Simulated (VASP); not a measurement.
# HfN (I4/mmm) in VASP: a series of runs, part 2 of 2

VASP 6.6.1.

### Step 3. Single point, PBE

This run uses another cell than the first one, of the same volume but with other edges.

INCAR

```
SYSTEM = HfN
ALGO = Normal ; EDIFF = 1E-7
ENCUT = 520 ; GGA = PE
ISIF = 2 ; ISMEAR = 0
LASPH = .True. ; LCHARG = .True.
LELF = .True. ; LREAL = .False.
LVHAR = .True. ; LWAVE = .False.
NBANDS = 14 ; NELM = 60
PREC = Accurate ; SIGMA = 0.15
```

KPOINTS

```
k-points
0
Gamma
  20 20 20
  0 0 0
```

POSCAR

```
HfN
1.0
    0.0000000000      2.2899490513      2.1983510893
    2.2899490513      0.0000000000      2.1983510893
    2.2899490513      2.2899490513      0.0000000000
Hf N
1 1
Direct
    0.0000000000      0.0000000000      0.0000000000
    0.5000000000      0.5000000000      0.5000000000
```

Potentials or basis: VASP PAW PBE potentials, release 64 (Hf_pv, N).

Launch:

```bash
$ cat potpaw_PBE.64/Hf_pv/POTCAR potpaw_PBE.64/N/POTCAR > POTCAR
$ mpirun -np 1 vasp_std > vasp.out
```

OUTCAR:

```text
SYSTEM = HfN
   EDIFF = 1E-7
   ENCUT = 520
   GGA = PE
   ISIF = 2
   ISMEAR = 0
   LASPH = .True.
   LREAL = .False.
   NELM = 60
   PREC = Accurate

 ion  position               nearest neighbor table
   1  0.000  0.000  0.000-   2 2.20   2 2.20   2 2.29   2 2.29   2 2.29   2 2.29
   2  0.500  0.500  0.500-   1 2.20   1 2.20   1 2.29   1 2.29   1 2.29   1 2.29

  LATTYP: Found a body centered tetragonal cell.
 ALAT       =     3.2384770055
 C/A-ratio  =     1.3576450199

  Lattice vectors:

 A1 = (   0.0000000000,  -2.2899490513,  -2.1983510893)
 A2 = (   0.0000000000,   2.2899490513,  -2.1983510893)
 A3 = (   2.2899490513,   0.0000000000,   2.1983510893)

Analysis of symmetry for initial positions (statically):
=====================================================================
 Subroutine PRICEL returns:
 Original cell was already a primitive cell.

 Routine SETGRP: Setting up the symmetry group for a
 body centered tetragonal supercell.

 Subroutine GETGRP returns: Found 16 space group operations
 (whereof 16 operations were pure point group operations)
 out of a pool of 16 trial point group operations.

The static configuration has the point symmetry D_4h.

Analysis of symmetry for dynamics (positions and initial velocities):
=====================================================================
 Subroutine PRICEL returns:
 Original cell was already a primitive cell.

 Routine SETGRP: Setting up the symmetry group for a
 body centered tetragonal supercell.

 Subroutine GETGRP returns: Found 16 space group operations
 (whereof 16 operations were pure point group operations)
 out of a pool of 16 trial point group operations.

The dynamic configuration has the point symmetry D_4h.

 Subroutine INISYM returns: Found 16 space group operations
 (whereof 16 operations are pure point group operations),
 and found     1 'primitive' translations

----------------------------------------------------------------------------------------

                                     Primitive cell

[... 121 lines left out ...]
 non-spin polarized calculation
 Gauss-broadening in eV      SIGMA  =   0.15
  energy-cutoff  :      520.00
  volume of cell :       23.06
 maximum number of plane-waves:       633
   NGX = 11   NGY = 11   NGZ = 13

 number of electron      14.9999999 magnetization

 Free energy of the ion-electron system (eV)
  ---------------------------------------------------
  ext. energy  EPLUGINS =         0.00000000
  ---------------------------------------------------
  free energy    TOTEN  =       -21.71623036 eV

  energy without entropy =      -21.70923162  energy(sigma->0) =      -21.71273099

 E-fermi :   8.4038     XC(G=0): -12.7291

 val. band max:        8.4037457976   @ k =   0.1000   0.0000   0.0500
 cond. band min:       8.4054719942   @ k =   0.1500   0.0000   0.0000
 fundamental gap:      0.0017261966
 Fermi energy:         8.4037758860

 k-point     1 :       0.0000    0.0000    0.0000
  band No.  band energies     occupation
      1     -22.7736      2.00000
      2     -22.7736      2.00000
      3     -22.7353      2.00000
      4      -9.1312      2.00000
      5       5.2888      2.00000
      6       5.2888      2.00000
      7       5.5018      2.00000
      8       7.9008      2.00000
      9       7.9008      2.00000
     10       8.3505      1.38433
     11       9.6201      0.00000
     12      10.0506      0.00000
     13      11.2607      0.00000
     14      17.9683      0.00000
[... 377 lines left out ...]
      1     -23.5609      2.00000
      2     -22.8630      2.00000
      3     -22.8246      2.00000
      4      -6.9952      2.00000
      5       0.3569      2.00000
      6       2.4593      2.00000
      7       2.7332      2.00000
      8       9.9605      0.00000
      9      10.9214      0.00000
     10      11.4934      0.00000
     11      13.8585      0.00000
     12      15.7878      0.00000
     13      15.8558      0.00000
     14      20.4099      0.00000

 [... further k-points ...]

------------------------ aborting loop because EDIFF is reached ----------------------------------------

  FORCE on cell =-STRESS in cart. coord.  units (eV):
  Direction    XX          YY          ZZ          XY          YZ          ZX
  --------------------------------------------------------------------------------------
  -------------------------------------------------------------------------------------
  Total       -0.4456852     -0.4456852      2.6801076      0.0000000      0.0000000     -0.0000000
  in kB      -30.9713513    -30.9713513    186.2447849      0.0000000      0.0000000     -0.0000000
  external PRESSURE =      41.4340274 kB  Pullay stress =       0.0000000 kB

 VOLUME and BASIS-vectors are now :
 -----------------------------------------------------------------------------
  energy-cutoff  :      520.00
  volume of cell :       23.06
      direct lattice vectors                 reciprocal lattice vectors
     0.000000000  2.289949051  2.198351089    -0.218345469  0.218345469  0.227443197
     2.289949051  0.000000000  2.198351089     0.218345469 -0.218345469  0.227443197
     2.289949051  2.289949051  0.000000000     0.218345469  0.218345469 -0.227443197

 POSITION                                       TOTAL-FORCE (eV/Angst)
 -----------------------------------------------------------------------------------
      0.00000      0.00000      0.00000         0.000000      0.000000      0.000000
      2.28995      2.28995      2.19835        -0.000000     -0.000000      0.000000
 -----------------------------------------------------------------------------------
    total drift:                                0.000000     -0.000000     -0.000000

  FREE ENERGIE OF THE ION-ELECTRON SYSTEM (eV)
  ---------------------------------------------------
  free  energy   TOTEN  =       -21.7162303571 eV

  energy  without entropy=      -21.7092316194  energy(sigma->0) =      -21.71273099
```

OSZICAR:

```text
N       E                     dE             d eps       ncg     rms          rms(c)
DAV:   1     0.383348565239E+02    0.38335E+02   -0.78258E+03 18028   0.101E+03
DAV:   2    -0.227611584914E+02   -0.61096E+02   -0.57184E+02 23770   0.237E+02
DAV:   3    -0.247251612721E+02   -0.19640E+01   -0.19556E+01 20604   0.347E+01
DAV:   4    -0.247323901167E+02   -0.72288E-02   -0.72279E-02 21560   0.246E+00
DAV:   5    -0.247324349492E+02   -0.44832E-04   -0.44831E-04 20450   0.166E-01    0.496E+01
DAV:   6    -0.218208198159E+02    0.29116E+01   -0.82426E+00 19858   0.222E+01    0.420E+01
DAV:   7    -0.217436167743E+02    0.77203E-01   -0.45818E-01 22688   0.603E+00    0.267E+01
DAV:   8    -0.217219251461E+02    0.21692E-01   -0.10605E-01 20798   0.283E+00    0.604E+00
DAV:   9    -0.217163516245E+02    0.55735E-02   -0.15383E-02 20426   0.100E+00    0.195E+00
DAV:  10    -0.217162565175E+02    0.95107E-04   -0.10053E-03 24004   0.307E-01    0.354E-01
DAV:  11    -0.217162317465E+02    0.24771E-04   -0.66528E-05 21110   0.812E-02    0.788E-02
DAV:  12    -0.217162306258E+02    0.11207E-05   -0.59747E-06 23876   0.210E-02    0.124E-02
DAV:  13    -0.217162304352E+02    0.19064E-06   -0.13610E-07 15082   0.388E-03    0.242E-03
DAV:  14    -0.217162303571E+02    0.78046E-07   -0.15828E-08 12952   0.124E-03
   1 F= -.21716230E+02 E0= -.21712731E+02  d E =-.699874E-02
```

stdout:

```text
POSCAR found type information on POSCAR HfN
 POSCAR found :  2 types and       2 ions
 scaLAPACK will be used
 LDA part: xc-table for (Slater+PW92), standard interpolation
 POSCAR, INCAR and KPOINTS ok, starting setup
 FFT: planning ... GRIDC
 FFT: planning ... GRID_SOFT
 FFT: planning ... GRID
 WAVECAR not read
 entering main loop
```

It took 2.8 min on 1 thread of Intel Xeon Platinum 8259CL at 2.50GHz (Skylake/Cascade Lake), shared host; peak memory 0.32 GiB.

Results:

```
Free energy            : -21.7162 eV
Pressure               : 4.1 GPa
Band gap on the k mesh : zero (an odd number of electrons rules out a gap without spin polarisation)
```

Stress tensor (GPa, compression positive):
```
-3.10  0.00  0.00
 0.00 -3.10  0.00
 0.00  0.00 18.62
```

Caveat: the cell stands under pressure; spin-orbit coupling is left out, which moves the levels of the heavy elements.
